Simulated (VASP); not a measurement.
# ScTaN (P-3m1) in VASP: settings compared

The runs below take ScTaN through single point, with PBEsol+D3(BJ), PBE.

Program: VASP 6.6.1. These are calculated values, not measurements. Logs are shortened: lines on timing, memory, paths and dates and some standing lists are left out, and cuts for length are marked.

## Step 1: The cell of the first run

Symmetry: P-3m1, No. 164, trigonal system. Conventional cell: a = 3.085 Å, b = 3.085 Å, c = 10.340 Å, α = 90.00°, β = 90.00°, γ = 120.00°. Ta (site symmetry 3m) has 3 N at 2.20 Å within 2.9 Å. Within 4.1 Å of Sc (site symmetry -3m) lie 6 Sc at 3.09 Å and 6 Ta at 3.10 Å. Sc (site symmetry -3m) has 6 N at 2.23 Å within 2.9 Å. Within 2.9 Å of N (site symmetry 3m) lie 3 Ta at 2.20 Å and 3 Sc at 2.23 Å.

## Step 2: Single point, PBEsol+D3(BJ)

The input, INCAR:

```
PREC = Accurate
ENCUT = 520
EDIFF = 1E-6
ISMEAR = -1
SIGMA = 0.05
LREAL = False
LASPH = True
NELM = 100
ALGO = Normal
ISIF = 2
LWAVE = False
LCHARG = True
GGA = PS
IVDW = 12
LELF = True
LVHAR = True
NBANDS = 36
```

The input, KPOINTS:

```
regular mesh
0
Gamma
  10 10 3
```

The input, POSCAR:

```
ScTaN
1.0
    3.0850655424      0.0000000000      0.0000000000
   -1.5425327712      2.6717451321      0.0000000000
    0.0000000000      0.0000000000     10.3401360000
Ta Sc N
2 2 2
Direct
    0.3333333333      0.6666666667      0.2456310000
    0.6666666667      0.3333333333      0.7543690000
    0.0000000000      0.0000000000      0.0000000000
    0.0000000000      0.0000000000      0.5000000000
    0.3333333333      0.6666666667      0.6298410000
    0.6666666667      0.3333333333      0.3701590000
```

Potentials or basis: VASP PAW PBE potentials, release 64 (Ta_pv, Sc_sv, N).

On the command line:

```
cat potpaw_PBE.64/Ta_pv/POTCAR potpaw_PBE.64/Sc_sv/POTCAR potpaw_PBE.64/N/POTCAR > POTCAR
mpirun -np 1 vasp_std > vasp.out
```

OUTCAR:

```text
PREC = Accurate
   ENCUT = 520
   EDIFF = 1E-6
   ISMEAR = -1
   LREAL = False
   LASPH = True
   NELM = 100
   ISIF = 2
   GGA = PS
   IVDW = 12
 IVDW          = 12

 ion  position               nearest neighbor table
   1  0.333  0.667  0.246-   6 2.20   6 2.20   6 2.20   3 3.10   3 3.10   3 3.10   4 3.18   4 3.18
                             4 3.18
   2  0.667  0.333  0.754-   5 2.20   5 2.20   5 2.20   3 3.10   3 3.10   3 3.10   4 3.18   4 3.18
                             4 3.18
   3  0.000  0.000  0.000-   1 3.10   2 3.10   2 3.10   1 3.10   2 3.10   1 3.10
   4  0.000  0.000  0.500-   5 2.23   6 2.23   6 2.23   5 2.23   6 2.23   5 2.23   1 3.18   2 3.18
                             1 3.18   2 3.18   2 3.18   1 3.18
   5  0.333  0.667  0.630-   2 2.20   2 2.20   2 2.20   4 2.23   4 2.23   4 2.23
   6  0.667  0.333  0.370-   1 2.20   1 2.20   1 2.20   4 2.23   4 2.23   4 2.23

  LATTYP: Found a hexagonal cell.
 ALAT       =     3.0850655424
 C/A-ratio  =     3.3516746591

  Lattice vectors:

 A1 = (   3.0850655424,   0.0000000000,   0.0000000000)
 A2 = (  -1.5425327712,   2.6717451321,   0.0000000000)
 A3 = (   0.0000000000,   0.0000000000,  10.3401360000)

Analysis of symmetry for initial positions (statically):
=====================================================================
 Subroutine PRICEL returns:
 Original cell was already a primitive cell.

 Routine SETGRP: Setting up the symmetry group for a
 hexagonal supercell.

 Subroutine GETGRP returns: Found 12 space group operations
 (whereof 12 operations were pure point group operations)
 out of a pool of 24 trial point group operations.

The static configuration has the point symmetry D_3d.

Analysis of symmetry for dynamics (positions and initial velocities):
=====================================================================
 Subroutine PRICEL returns:
 Original cell was already a primitive cell.

 Routine SETGRP: Setting up the symmetry group for a
 hexagonal supercell.

 Subroutine GETGRP returns: Found 12 space group operations
 (whereof 12 operations were pure point group operations)
 out of a pool of 24 trial point group operations.

The dynamic configuration has the point symmetry D_3d.

 Subroutine INISYM returns: Found 12 space group operations
 (whereof 12 operations are pure point group operations),
[... 103 lines left out ...]
   NELM   =    100;   NELMIN=  2; NELMDL= -5     # of ELM steps
   EDIFF  = 0.1E-05   stopping-criterion for ELM
   LREAL  =      F    real-space projection
   EDIFFG = 0.1E-04   stopping-criterion for IOM
   NSW    =      0    number of steps for IOM
   IBRION =     -1    ionic relax: 0-MD 1-quasi-New 2-CG
   NFREE  =      0    steps in history (QN), initial steepest desc. (CG)
   ISIF   =      2    stress and relaxation
   ISYM   =      2    0-nonsym 1-usesym 2-fastsym
   POTIM  = 0.5000    time-step for ionic-motion
   TEBEG  =    0.0;   TEEND  =   0.0 temperature during run
   PSTRESS=    0.0 pullay stress
   NELECT =      54.0000    total number of electrons
   NUPDOWN=      -1.0000    fix difference up-down
   EMIN   =  10.00;   EMAX   =-10.00  energy-range for DOS
   EFERMI =   0.00;   METHOD = LEGACY
   ISMEAR =    -1;   SIGMA  =   0.05  broadening in eV -4-tet -1-fermi 0-gaus
   EFERMI_NEDOS =   21; number of points for ismear=-14 and -15
   IALGO  =     38    algorithm
   IMIX   =      4    mixing-type and parameters
     AMIX     =   0.40;   BMIX     =  1.00
     AMIX_MAG =   1.60;   BMIX_MAG =  1.00
  volume/ion in A,a.u.               =      14.20        95.86
  Fermi-wavevector in a.u.,A,eV,Ry     =   1.406083  2.657111 26.899650  1.977069
  Thomas-Fermi vector in A             =   2.528479
   LORBIT       =      0    0 simple, 1 ext, 2 COOP (PROOUT), +10 PAW based schemes
   GGA     = PS    functional components
   LHFCALC =     F    Hartree Fock is set to
   AEXX    =    0.0000 exact exchange contribution
   IVDW    =    12    specifies the selected vdW correction
   LEPSILON=     F    determine dielectric tensor
   LRPA    =     F    only Hartree local field effects (RPA)
 non-spin polarized calculation
  energy-cutoff  :      520.00
  volume of cell :       85.23
 maximum number of plane-waves:      2307
 NGX is ok and might be reduce to    24
   NGX = 11   NGY = 11   NGZ = 39

 number of electron      53.9999993 magnetization

 Free energy of the ion-electron system (eV)
  ---------------------------------------------------
  ext. energy  EPLUGINS =         0.00000000
  ---------------------------------------------------
  free energy    TOTEN  =       -62.30104418 eV

  energy without entropy =      -62.27412881  energy(sigma->0) =      -62.28758649

 E-fermi :   6.0410     XC(G=0): -12.1638

 val. band max:        5.9808131663   @ k =   0.3000   0.0000   0.3333
 cond. band min:       6.0707424330   @ k =   0.3000   0.0000   0.3333
 fundamental gap:      0.0899292668
 Fermi energy:         6.0409866324

 k-point     1 :       0.0000    0.0000    0.0000
  band No.  band energies     occupation
      1     -42.9362      2.00000
      2     -42.5450      2.00000
      3     -28.6568      2.00000
      4     -28.6444      2.00000
      5     -28.2672      2.00000
      6     -28.2672      2.00000
[... 925 lines left out ...]
     35      10.5560      0.00000
     36      10.6352      0.00000

 [... further k-points ...]

------------------------ aborting loop because EDIFF is reached ----------------------------------------

 Edisp (eV)   -2.70143

 E8    (eV) :    -1.8941

  FORCE on cell =-STRESS in cart. coord.  units (eV):
  Direction    XX          YY          ZZ          XY          YZ          ZX
  --------------------------------------------------------------------------------------
  -------------------------------------------------------------------------------------
  Total      -5.93096    -5.93096    -6.17956     0.00000     0.00000     0.00000
  in kB    -111.49354  -111.49354  -116.16691     0.00000     0.00000     0.00000
  external pressure =     -113.05 kB  Pullay stress =        0.00 kB

 VOLUME and BASIS-vectors are now :
 -----------------------------------------------------------------------------
  energy-cutoff  :      520.00
  volume of cell :       85.23
      direct lattice vectors                 reciprocal lattice vectors
     3.085065542  0.000000000  0.000000000     0.324142222  0.187143599  0.000000000
    -1.542532771  2.671745132  0.000000000     0.000000000  0.374287198  0.000000000
     0.000000000  0.000000000 10.340136000     0.000000000  0.000000000  0.096710527

 POSITION                                       TOTAL-FORCE (eV/Angst)
 -----------------------------------------------------------------------------------
     -0.00000      1.78116      2.53986        -0.000000     -0.000000      0.314095
      1.54253      0.89058      7.80028         0.000000      0.000000     -0.314095
      0.00000      0.00000      0.00000        -0.000000      0.000000     -0.000000
      0.00000      0.00000      5.17007        -0.000000      0.000000     -0.000000
     -0.00000      1.78116      6.51264         0.000000     -0.000000      0.128694
      1.54253      0.89058      3.82749         0.000000      0.000000     -0.128694
 -----------------------------------------------------------------------------------
    total drift:                               -0.000000      0.000000      0.000000

  FREE ENERGIE OF THE ION-ELECTRON SYSTEM (eV)
  ---------------------------------------------------
  free  energy   TOTEN  =       -65.0024722809 eV

  energy  without entropy=      -64.9755569111  energy(sigma->0) =      -64.98901460
```

Wall time 2.8 min (1 thread of Intel Xeon Platinum 8259CL at 2.50GHz (Skylake/Cascade Lake), shared host); peak memory 0.27 GiB.

What came out:

* Free energy: -65.0025 eV
* Pressure: -11.3 GPa
* Largest force: 0.314 eV/Å
* Band gap on the k mesh: zero (band 27 reaches 6.67 eV, above the bottom of band 28 at 5.90 eV)
* Dispersion energy per atom: -0.450 eV

Forces in eV/Å, atoms in the order of the input:
```
Ta   0.000  0.000  0.314
Ta   0.000  0.000 -0.314
Sc   0.000  0.000  0.000
Sc   0.000  0.000  0.000
N    0.000  0.000  0.129
N    0.000  0.000 -0.129
```

Caveat: three body term missing; the PAW data sets were made with another functional, which shifts forces and pressure a little; spin-orbit coupling is left out, which moves the levels of the heavy elements; pairwise dispersion overbinds metals, which lowers pressure and volume.

## Step 3: Single point, PBE

The input, INCAR:

```
PREC = Accurate ; ENCUT = 520
EDIFF = 1E-6 ; ISMEAR = -1
SIGMA = 0.05 ; LREAL = F
LASPH = T ; NELM = 80
ALGO = Normal ; ISIF = 2
LWAVE = F ; LCHARG = F
GGA = PE ; NBANDS = 36
```

The input, KPOINTS:

```
Automatic mesh
0
Gamma
  10 10 3
```

POSCAR is that of step 2.

Potentials or basis: VASP PAW PBE potentials, release 64 (Ta_pv, Sc_sv, N).

On the command line:

```
cat potpaw_PBE.64/Ta_pv/POTCAR potpaw_PBE.64/Sc_sv/POTCAR potpaw_PBE.64/N/POTCAR > POTCAR
mpirun -np 1 vasp_std > vasp.out
```

It took 2.3 min on 1 thread of AMD EPYC 7R13 (Zen 3), shared host; peak memory 0.23 GiB.

Results (log left out):

```yaml
Free_energy: -58.9511 eV
Pressure: 0.0 GPa
Largest_force: 0.010 eV/Å
Band_gap_on_the_k_mesh: zero (band 27 reaches 6.83 eV, above the bottom of band 28 at 6.06 eV)
```

Forces in eV/Å, atoms in the order of the input:
```
Ta   0.000  0.000 -0.010
Ta   0.000  0.000  0.010
Sc   0.000  0.000  0.000
Sc   0.000  0.000  0.000
N    0.000  0.000  0.001
N    0.000  0.000 -0.001
```

Stress tensor (GPa, compression positive):
```
 0.10  0.00  0.00
 0.00  0.10  0.00
 0.00  0.00 -0.34
```

Levels at points of the mesh, in eV from the Fermi level:
```
           k point  band 23  band 24  band 25  band 26  band 27  band 28  band 29  band 30  band 31  band 32
(0.00, 0.00, 0.00)    -3.61    -1.34    -1.28     0.58     0.58     0.73     0.80     1.41     1.41     1.74
(0.50, 0.00, 0.00)    -2.64    -1.79    -1.18    -0.86    -0.42     0.42     0.50     2.02     2.33     3.66
```

Caveat: spin-orbit coupling is left out, which moves the levels of the heavy elements.

## Step 4: Single point, PBE

The input, INCAR:

```
SYSTEM = ScTaN
PREC = Accurate ; ENCUT = 520
EDIFF = 1E-7 ; ISMEAR = 1
SIGMA = 0.05 ; LREAL = .FALSE.
LASPH = .TRUE. ; NELM = 100
ALGO = Normal ; ISIF = 2
LWAVE = .FALSE. ; LCHARG = .TRUE.
GGA = PE ; LELF = .TRUE.
LVHAR = .TRUE. ; NBANDS = 36
```

The input, KPOINTS:

```
Automatic mesh
0
G
  8 8 3
  0 0 0
```

POSCAR is that of step 3.

On the command line:

```
cat potpaw_PBE.64/Ta_pv/POTCAR potpaw_PBE.64/Sc_sv/POTCAR potpaw_PBE.64/N/POTCAR > POTCAR
mpirun -np 1 vasp_std > vasp.out
```

It took 3 min on 1 thread of AMD EPYC 7R13, shared host; peak memory 0.22 GiB.

It converged, with:

```
Free energy            : -58.9468 eV
Pressure               : -0.2 GPa
Largest force          : 0.060 eV/Å
Band gap on the k mesh : zero (band 27 reaches 6.84 eV, above the bottom of band 28 at 6.05 eV)
```

Forces in eV/Å, atoms in the order of the input:
```
Ta   0.000  0.000  0.056
Ta   0.000  0.000 -0.056
Sc   0.000  0.000  0.000
Sc   0.000  0.000  0.000
N    0.000  0.000  0.060
N    0.000  0.000 -0.060
```

Stress tensor (GPa, compression positive):
```
 0.02  0.00  0.00
 0.00  0.02  0.00
 0.00  0.00 -0.70
```

Levels at points of the mesh, in eV from the Fermi level:
```csv
k point,band 24,band 25,band 26,band 27,band 28,band 29,band 30,band 31
"(0.00, 0.00, 0.00)",-1.33,-1.26,0.61,0.61,0.75,0.81,1.43,1.43
"(0.50, 0.00, 0.00)",-1.78,-1.18,-0.85,-0.40,0.42,0.50,2.02,2.35
```

Caveat: spin-orbit coupling is left out, which moves the levels of the heavy elements.

(Continued in part 2 of 2.)
